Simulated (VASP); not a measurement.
# PtSeS4 (P-6m2) in VASP: a series of runs

The runs below take PtSeS4 through single point, relaxation of cell and atoms, with PBE.

All numbers are computed with VASP 6.6.1; they aren't measurements. Logs are shortened: lines on timing, memory, paths and dates and some standing lists are left out, and cuts for length are marked.

## 1. The cell of the first run

The structure is hexagonal, space group P-6m2 (No. 187). Conventional cell: a = 6.522 Å, b = 6.522 Å, c = 3.184 Å, α = 90.00°, β = 90.00°, γ = 120.00°. Within 3.2 Å of Pt (site symmetry -6m2) lie 6 S at 2.42 Å and 2 Pt at 3.18 Å. Within 4.2 Å of Se (site symmetry -6m2) lie 2 Se at 3.18 Å and 15 S at 3.63 to 3.77 Å and 3 Pt at 3.77 Å. S (site symmetry -6m2) has 8 S at 2.51 to 3.18 Å within 3.3 Å. Within 3.2 Å of S (site symmetry mm2) lie 2 Pt at 2.42 Å and 6 S at 2.51 to 3.18 Å.

The cell was built from a structure type or drawn by symmetry, and may not be a known phase.

## 2. Single point, PBE

The input, INCAR:

```
SYSTEM = PtSeS4
PREC = Accurate
ENCUT = 520
EDIFF = 1E-6
ISMEAR = 0
SIGMA = 0.1
LREAL = .FALSE.
LASPH = .TRUE.
NELM = 80
ALGO = Normal
ISIF = 2
LWAVE = .FALSE.
LCHARG = .TRUE.
GGA = PE
LELF = .TRUE.
LVHAR = .TRUE.
NBANDS = 29
```

The input, KPOINTS:

```
regular mesh
0
G
  3 3 4
  0 0 0
```

The input, POSCAR:

```
PtSeS4
1.0
    6.5223898322      0.0000000032      0.0000000000
   -3.2611949189      5.6485552865      0.0000000000
    0.0000000000      0.0000000000      3.1838498802
Pt Se S
1 1 4
Direct
    0.3333333333      0.6666666667      0.0000000000
    0.0000000000      0.0000000000      0.0000000000
    0.6666666667      0.3333333333      0.0000000000
    0.4944508644      0.9889017287      0.5000000000
    0.0110982713      0.5055491356      0.5000000000
    0.4944508644      0.5055491356      0.5000000000
```

Potentials or basis: VASP PAW PBE potentials, release 64 (Pt, Se, S).

The run is started by

```sh
$ cat potpaw_PBE.64/Pt/POTCAR potpaw_PBE.64/Se/POTCAR potpaw_PBE.64/S/POTCAR > POTCAR
$ mpirun -np 1 vasp_std > vasp.out
```

OUTCAR:

```text
SYSTEM = PtSeS4
   PREC = Accurate
   ENCUT = 520
   EDIFF = 1E-6
   ISMEAR = 0
   LREAL = .FALSE.
   LASPH = .TRUE.
   NELM = 80
   ISIF = 2
   GGA = PE

 ion  position               nearest neighbor table
   1  0.333  0.667  0.000-   5 2.42   5 2.42   4 2.42   4 2.42   6 2.42   6 2.42
   2  0.000  0.000  0.000-
   3  0.667  0.333  0.000-   5 2.51   5 2.51   6 2.51   6 2.51   4 2.51   4 2.51
   4  0.494  0.989  0.500-   1 2.42   1 2.42   3 2.51   3 2.51
   5  0.011  0.506  0.500-   1 2.42   1 2.42   3 2.51   3 2.51
   6  0.494  0.506  0.500-   1 2.42   1 2.42   3 2.51   3 2.51

  LATTYP: Found a hexagonal cell.
 ALAT       =     6.5223898322
 C/A-ratio  =     0.4881416110

  Lattice vectors:

 A1 = (   6.5223898322,   0.0000000032,   0.0000000000)
 A2 = (  -3.2611949189,   5.6485552865,   0.0000000000)
 A3 = (   0.0000000000,   0.0000000000,   3.1838498802)

Analysis of symmetry for initial positions (statically):
=====================================================================
 Subroutine PRICEL returns:
 Original cell was already a primitive cell.

 Routine SETGRP: Setting up the symmetry group for a
 hexagonal supercell.

 Subroutine GETGRP returns: Found 12 space group operations
 (whereof 12 operations were pure point group operations)
 out of a pool of 24 trial point group operations.

The static configuration has the point symmetry D_3h.

Analysis of symmetry for dynamics (positions and initial velocities):
=====================================================================
 Subroutine PRICEL returns:
 Original cell was already a primitive cell.

 Routine SETGRP: Setting up the symmetry group for a
 hexagonal supercell.

 Subroutine GETGRP returns: Found 12 space group operations
 (whereof 12 operations were pure point group operations)
 out of a pool of 24 trial point group operations.

The dynamic configuration has the point symmetry D_3h.

 Subroutine INISYM returns: Found 12 space group operations
 (whereof 12 operations are pure point group operations),
[... 81 lines left out ...]
   ICHARG =      2    charge: 1-file 2-atom 10-const
   ISPIN  =      1    spin polarized calculation?
   LNONCOLLINEAR =      F non collinear calculations
   LSORBIT =      F    spin-orbit coupling
   LASPH  =      T    aspherical Exc in radial PAW
   ENCUT  =  520.0 eV  38.22 Ry    6.18 a.u.  12.13 12.13  5.92*2*pi/ulx,y,z
   NELM   =     80;   NELMIN=  2; NELMDL= -5     # of ELM steps
   EDIFF  = 0.1E-05   stopping-criterion for ELM
   LREAL  =      F    real-space projection
   EDIFFG = 0.1E-04   stopping-criterion for IOM
   NSW    =      0    number of steps for IOM
   IBRION =     -1    ionic relax: 0-MD 1-quasi-New 2-CG
   NFREE  =      0    steps in history (QN), initial steepest desc. (CG)
   ISIF   =      2    stress and relaxation
   ISYM   =      2    0-nonsym 1-usesym 2-fastsym
   POTIM  = 0.5000    time-step for ionic-motion
   TEBEG  =    0.0;   TEEND  =   0.0 temperature during run
   PSTRESS=    0.0 pullay stress
   NELECT =      40.0000    total number of electrons
   NUPDOWN=      -1.0000    fix difference up-down
   EMIN   =  10.00;   EMAX   =-10.00  energy-range for DOS
   EFERMI =   0.00;   METHOD = LEGACY
   ISMEAR =     0;   SIGMA  =   0.10  broadening in eV -4-tet -1-fermi 0-gaus
   EFERMI_NEDOS =   21; number of points for ismear=-14 and -15
   IALGO  =     38    algorithm
   IMIX   =      4    mixing-type and parameters
     AMIX     =   0.40;   BMIX     =  1.00
     AMIX_MAG =   1.60;   BMIX_MAG =  1.00
  volume/ion in A,a.u.               =      19.55       131.93
  Fermi-wavevector in a.u.,A,eV,Ry     =   1.143745  2.161365 17.798501  1.308153
  Thomas-Fermi vector in A             =   2.280439
   LORBIT       =      0    0 simple, 1 ext, 2 COOP (PROOUT), +10 PAW based schemes
   GGA     = PE    functional components
   LHFCALC =     F    Hartree Fock is set to
   AEXX    =    0.0000 exact exchange contribution
   IVDW    =     0    specifies the selected vdW correction
   LEPSILON=     F    determine dielectric tensor
   LRPA    =     F    only Hartree local field effects (RPA)
 non-spin polarized calculation
 Gauss-broadening in eV      SIGMA  =   0.10
  energy-cutoff  :      520.00
  volume of cell :      117.30
 maximum number of plane-waves:      3186
 NGX is ok and might be reduce to    50
   NGX = 25   NGY = 25   NGZ = 11

 number of electron      40.0000003 magnetization

 Free energy of the ion-electron system (eV)
  ---------------------------------------------------
  ext. energy  EPLUGINS =         0.00000000
  ---------------------------------------------------
  free energy    TOTEN  =       -22.36938810 eV

  energy without entropy =      -22.35036463  energy(sigma->0) =      -22.35987636

 E-fermi :   5.2840     XC(G=0): -10.3127

 val. band max:        5.1474351499   @ k =   0.0000   0.0000   0.5000
 cond. band min:       5.2905143366   @ k =   0.0000   0.0000   0.2500
 fundamental gap:      0.1430791867
 Fermi energy:         5.2840426982

 k-point     1 :       0.0000    0.0000    0.0000
  band No.  band energies     occupation
      1     -10.8224      2.00000
      2      -7.9311      2.00000
      3      -7.9311      2.00000
      4      -7.1989      2.00000
      5      -6.5728      2.00000
      6      -0.4619      2.00000
[... 277 lines left out ...]
     28      12.3015      0.00000
     29      12.3332      0.00000

------------------------ aborting loop because EDIFF is reached ----------------------------------------

  FORCE on cell =-STRESS in cart. coord.  units (eV):
  Direction    XX          YY          ZZ          XY          YZ          ZX
  --------------------------------------------------------------------------------------
  -------------------------------------------------------------------------------------
  Total        0.0711370      0.0711370     -0.1639815     -0.0000000      0.0000000      0.0000000
  in kB        0.9716484      0.9716484     -2.2397976     -0.0000000      0.0000000      0.0000000
  external PRESSURE =      -0.0988336 kB  Pullay stress =       0.0000000 kB

 VOLUME and BASIS-vectors are now :
 -----------------------------------------------------------------------------
  energy-cutoff  :      520.00
  volume of cell :      117.30
      direct lattice vectors                 reciprocal lattice vectors
     6.522389832  0.000000003  0.000000000     0.153318036  0.088518210  0.000000000
    -3.261194919  5.648555286  0.000000000    -0.000000000  0.177036419  0.000000000
     0.000000000  0.000000000  3.183849880     0.000000000  0.000000000  0.314085160

 POSITION                                       TOTAL-FORCE (eV/Angst)
 -----------------------------------------------------------------------------------
     -0.00000      3.76570      0.00000         0.000000      0.000000      0.000000
      0.00000      0.00000      0.00000         0.000000      0.000000      0.000000
      3.26119      1.88285      0.00000         0.000000      0.000000      0.000000
     -0.00000      5.58587      1.59192         0.000000     -0.010754      0.000000
     -1.57631      2.85562      1.59192         0.009313      0.005377     -0.000000
      1.57631      2.85562      1.59192        -0.009313      0.005377     -0.000000
 -----------------------------------------------------------------------------------
    total drift:                               -0.000001      0.000000     -0.000000

  FREE ENERGIE OF THE ION-ELECTRON SYSTEM (eV)
  ---------------------------------------------------
  free  energy   TOTEN  =       -22.3693881006 eV

  energy  without entropy=      -22.3503646277  energy(sigma->0) =      -22.35987636
```

OSZICAR:

```text
N       E                     dE             d eps       ncg     rms          rms(c)
DAV:   1     0.208181200380E+03    0.20818E+03   -0.18272E+04   522   0.124E+03
DAV:   2    -0.103936480177E+02   -0.21857E+03   -0.21188E+03   672   0.225E+02
DAV:   3    -0.240623847108E+02   -0.13669E+02   -0.13387E+02   618   0.560E+01
DAV:   4    -0.243116175372E+02   -0.24923E+00   -0.24872E+00   660   0.856E+00
DAV:   5    -0.243155791000E+02   -0.39616E-02   -0.39609E-02   605   0.112E+00    0.243E+01
DAV:   6    -0.267767441281E+02   -0.24612E+01   -0.73926E+01   600   0.364E+01    0.329E+01
DAV:   7    -0.228052242695E+02    0.39715E+01   -0.12729E+01   567   0.178E+01    0.126E+01
DAV:   8    -0.225242442850E+02    0.28098E+00   -0.30696E+00   557   0.144E+01    0.633E+00
DAV:   9    -0.224565315182E+02    0.67713E-01   -0.15826E+00   629   0.480E+00    0.408E+00
DAV:  10    -0.223730544086E+02    0.83477E-01   -0.60875E-01   616   0.267E+00    0.121E+00
DAV:  11    -0.223750506109E+02   -0.19962E-02   -0.95040E-02   600   0.795E-01    0.646E-01
DAV:  12    -0.223693480471E+02    0.57026E-02   -0.33257E-02   603   0.541E-01    0.126E-01
DAV:  13    -0.223694125817E+02   -0.64535E-04   -0.91547E-04   607   0.140E-01    0.506E-02
DAV:  14    -0.223693935655E+02    0.19016E-04   -0.91567E-05   618   0.342E-02    0.258E-02
DAV:  15    -0.223693884168E+02    0.51487E-05   -0.41210E-05   587   0.254E-02    0.640E-03
DAV:  16    -0.223693881006E+02    0.31620E-06   -0.47821E-06   400   0.739E-03
   1 F= -.22369388E+02 E0= -.22359876E+02  d E =-.190235E-01
```

stdout:

```text
POSCAR found type information on POSCAR PtSeS
 POSCAR found :  3 types and       6 ions
 scaLAPACK will be used
 LDA part: xc-table for (Slater+PW92), standard interpolation
 POSCAR, INCAR and KPOINTS ok, starting setup
 FFT: planning ... GRIDC
 FFT: planning ... GRID_SOFT
 FFT: planning ... GRID
 WAVECAR not read
 entering main loop
```

Run time: 22 s. Hardware: 1 thread of Intel Xeon 6975P-C (Granite Rapids), shared host; peak memory 0.24 GiB.

What came out:

```
Free energy            : -22.3694 eV
Pressure               : 0.0 GPa
Largest force          : 0.011 eV/Å
Band gap on the k mesh : zero (bands 20 and 21 overlap by 1.55 eV)
```

Forces on the atoms (eV/Å):
```
Pt   0.000  0.000  0.000
Se   0.000  0.000  0.000
S    0.000  0.000  0.000
S    0.000 -0.011  0.000
S    0.009  0.005  0.000
S   -0.009  0.005  0.000
```

Caveat: the k points lie up to 0.49 Å⁻¹ apart, too coarse for converged energies and pressures of a metal; spin-orbit coupling is left out, which moves the levels of the heavy elements.

## 3. Single point, PBE

This run uses another cell than the first one, of 23.59 Å³/atom.

The input, INCAR:

```
  PREC = Accurate
  ENCUT = 520
  EDIFF = 1E-7
  ISMEAR = 0
  SIGMA = 0.1
  LREAL = False
  LASPH = True
  NELM = 100
  ALGO = Normal
  ISIF = 2
  LWAVE = False
  LCHARG = True
  GGA = PE
  LELF = True
  LVHAR = True
  NBANDS = 29
```

The input, KPOINTS:

```
regular mesh
0
Gamma
  3 3 4
```

The input, POSCAR:

```
PtSeS4
1.0
    5.8273217300      0.0000000000      0.0000000000
   -2.9136608700      5.0466086600      0.0000000000
    0.0000000000      0.0000000000      4.8139557100
Pt Se S
1 1 4
Direct
    0.3333333300      0.6666666700      0.0000000000
    0.0000000000      0.0000000000      0.0000000000
    0.6666666700      0.3333333300      0.0000000000
    0.4993275100      0.9986550200      0.5000000000
    0.0013449800      0.5006724900      0.5000000000
    0.4993275100      0.5006724900      0.5000000000
```

Potentials or basis: VASP PAW PBE potentials, release 64 (Pt, Se, S).

The run is started by

```sh
$ cat potpaw_PBE.64/Pt/POTCAR potpaw_PBE.64/Se/POTCAR potpaw_PBE.64/S/POTCAR > POTCAR
$ mpirun -np 1 vasp_std > vasp.out
```

Run time: 33 s. Hardware: 1 thread of Intel Xeon 6975P-C (Granite Rapids), shared host; peak memory 0.28 GiB.

The run converged. Its results:

| Property | Result |
| --- | --- |
| Free energy | -18.2299 eV |
| Pressure | -13.0 GPa |
| Largest force | 0.792 eV/Å |
| Band gap on the k mesh | zero (bands 20 and 21 overlap by 0.20 eV) |

Forces on the atoms (eV/Å):
```
Pt   0.000  0.000  0.000
Se   0.000  0.000  0.000
S    0.000  0.000  0.000
S    0.000 -0.792  0.000
S    0.686  0.396  0.000
S   -0.686  0.396  0.000
```

Stress tensor (GPa, compression positive):
```
-11.49   0.00   0.00
  0.00 -11.49   0.00
  0.00   0.00 -15.99
```

Levels at points of the mesh, in eV from the Fermi level:
```tsv
k point	band 18	band 19	band 20	band 21	band 22	band 23
(0.00, 0.00, 0.00)	-0.20	-0.20	0.10	0.10	0.27	1.06
(0.00, 0.00, 0.50)	-0.67	-0.67	-0.29	1.05	1.05	1.09
```

Caveat: the k points lie up to 0.42 Å⁻¹ apart; spin-orbit coupling is left out, which moves the levels of the heavy elements.

## 4. Single point, PBE

This run uses another cell than the first one, of 19.59 Å³/atom.

The input, INCAR:

```
  ALGO = Normal
  EDIFF = 1E-6
  ENCUT = 520
  GGA = PE
  ISIF = 2
  ISMEAR = 0
  LASPH = True
  LCHARG = False
  LREAL = False
  LWAVE = False
  NBANDS = 29
  NELM = 60
  PREC = Accurate
  SIGMA = 0.1
```

The input, KPOINTS:

```
k-points
0
Gamma
  3 3 6
```

The input, POSCAR:

```
PtSeS4
1.0
    6.5670325944      0.0000000000      0.0000000000
   -3.2835162972      5.6872170542      0.0000000000
    0.0000000000      0.0000000000      3.1473169430
Pt Se S
1 1 4
Direct
    0.3333333333      0.6666666667      0.0000000000
    0.0000000000      0.0000000000      0.0000000000
    0.6666666667      0.3333333333      0.0000000000
    0.4952934507      0.9905869014      0.5000000000
    0.0094130986      0.5047065493      0.5000000000
    0.4952934507      0.5047065493      0.5000000000
```

Potentials or basis: VASP PAW PBE potentials, release 64 (Pt, Se, S).

The run is started by

```sh
$ cat potpaw_PBE.64/Pt/POTCAR potpaw_PBE.64/Se/POTCAR potpaw_PBE.64/S/POTCAR > POTCAR
$ mpirun -np 1 vasp_std > vasp.out
```

OUTCAR:

```text
EDIFF = 1E-6
   ENCUT = 520
   GGA = PE
   ISIF = 2
   ISMEAR = 0
   LASPH = True
   LREAL = False
   NELM = 60
   PREC = Accurate

 ion  position               nearest neighbor table
   1  0.333  0.667  0.000-   4 2.42   4 2.42   5 2.42   5 2.42   6 2.42   6 2.42
   2  0.000  0.000  0.000-
   3  0.667  0.333  0.000-   4 2.51   4 2.51   5 2.51   5 2.51   6 2.51   6 2.51
   4  0.495  0.991  0.500-   1 2.42   1 2.42   3 2.51   3 2.51
   5  0.009  0.505  0.500-   1 2.42   1 2.42   3 2.51   3 2.51
   6  0.495  0.505  0.500-   1 2.42   1 2.42   3 2.51   3 2.51

  LATTYP: Found a hexagonal cell.
 ALAT       =     6.5670325944
 C/A-ratio  =     0.4792601373

  Lattice vectors:

 A1 = (   6.5670325944,   0.0000000000,   0.0000000000)
 A2 = (  -3.2835162972,   5.6872170542,   0.0000000000)
 A3 = (   0.0000000000,   0.0000000000,   3.1473169430)

Analysis of symmetry for initial positions (statically):
=====================================================================
 Subroutine PRICEL returns:
[... 168 lines left out ...]

 val. band max:        5.2028894151   @ k =   0.3333  -0.0000   0.3333
 cond. band min:       5.2892434433   @ k =   0.3333  -0.0000   0.5000
 fundamental gap:      0.0863540282
 Fermi energy:         5.2516531588

 k-point     1 :       0.0000    0.0000    0.0000
  band No.  band energies     occupation
      1     -10.8563      2.00000
      2      -7.9541      2.00000
      3      -7.9541      2.00000
      4      -7.2370      2.00000
      5      -6.7282      2.00000
      6      -0.4679      2.00000
[... 373 lines left out ...]
     28      12.2281      0.00000
     29      12.3078      0.00000

------------------------ aborting loop because EDIFF is reached ----------------------------------------

  FORCE on cell =-STRESS in cart. coord.  units (eV):
  Direction    XX          YY          ZZ          XY          YZ          ZX
  --------------------------------------------------------------------------------------
  -------------------------------------------------------------------------------------
  Total       -0.1156539     -0.1156539     -0.1502823      0.0000000      0.0000000      0.0000000
  in kB       -1.5763818     -1.5763818     -2.0483721      0.0000000      0.0000000      0.0000000
  external PRESSURE =      -1.7337119 kB  Pullay stress =       0.0000000 kB

 VOLUME and BASIS-vectors are now :
 -----------------------------------------------------------------------------
  energy-cutoff  :      520.00
  volume of cell :      117.55
      direct lattice vectors                 reciprocal lattice vectors
     6.567032594  0.000000000  0.000000000     0.152275778  0.087916462  0.000000000
    -3.283516297  5.687217054  0.000000000     0.000000000  0.175832923  0.000000000
     0.000000000  0.000000000  3.147316943     0.000000000  0.000000000  0.317730949

 POSITION                                       TOTAL-FORCE (eV/Angst)
 -----------------------------------------------------------------------------------
     -0.00000      3.79148      0.00000         0.000000      0.000000      0.000000
      0.00000      0.00000      0.00000         0.000000      0.000000      0.000000
      3.28352      1.89574      0.00000         0.000000      0.000000      0.000000
     -0.00000      5.63368      1.57366         0.000000     -0.003280     -0.000000
     -1.59540      2.87038      1.57366         0.002841      0.001640     -0.000000
      1.59540      2.87038      1.57366        -0.002841      0.001640     -0.000000
 -----------------------------------------------------------------------------------
    total drift:                               -0.000000      0.000000     -0.000000

  FREE ENERGIE OF THE ION-ELECTRON SYSTEM (eV)
  ---------------------------------------------------
  free  energy   TOTEN  =       -22.2875089451 eV

  energy  without entropy=      -22.2633479109  energy(sigma->0) =      -22.27542843
```

stdout:

```text
POSCAR found type information on POSCAR PtSeS
 POSCAR found :  3 types and       6 ions
 scaLAPACK will be used
 LDA part: xc-table for (Slater+PW92), standard interpolation
 POSCAR, INCAR and KPOINTS ok, starting setup
 FFT: planning ... GRIDC
 FFT: planning ... GRID_SOFT
 FFT: planning ... GRID
 WAVECAR not read
 entering main loop
```

It took 22 s on 1 thread of Intel Xeon 6975P-C (Granite Rapids), shared host; peak memory 0.24 GiB.

Results:

- Free energy: -22.2875 eV
- Pressure: -0.2 GPa
- Largest force: 0.003 eV/Å
- Band gap on the k mesh: zero (bands 20 and 21 overlap by 1.69 eV)

Forces on the atoms (eV/Å):
```
Pt   0.000  0.000  0.000
Se   0.000  0.000  0.000
S    0.000  0.000  0.000
S    0.000 -0.003  0.000
S    0.003  0.002  0.000
S   -0.003  0.002  0.000
```

Levels at points of the mesh, in eV from the Fermi level:
| k point | band 18 | band 19 | band 20 | band 21 | band 22 | band 23 |
| --- | --- | --- | --- | --- | --- | --- |
| (0.00, 0.00, 0.00) | 0.69 | 0.69 | 1.15 | 1.15 | 1.15 | 1.33 |
| (0.00, 0.00, 0.50) | -1.23 | -1.23 | -0.09 | 0.68 | 1.00 | 1.00 |

Caveat: the k points lie up to 0.37 Å⁻¹ apart, too coarse for converged energies and pressures of a metal; spin-orbit coupling is left out, which moves the levels of the heavy elements.

(Continued in part 2 of 2.)
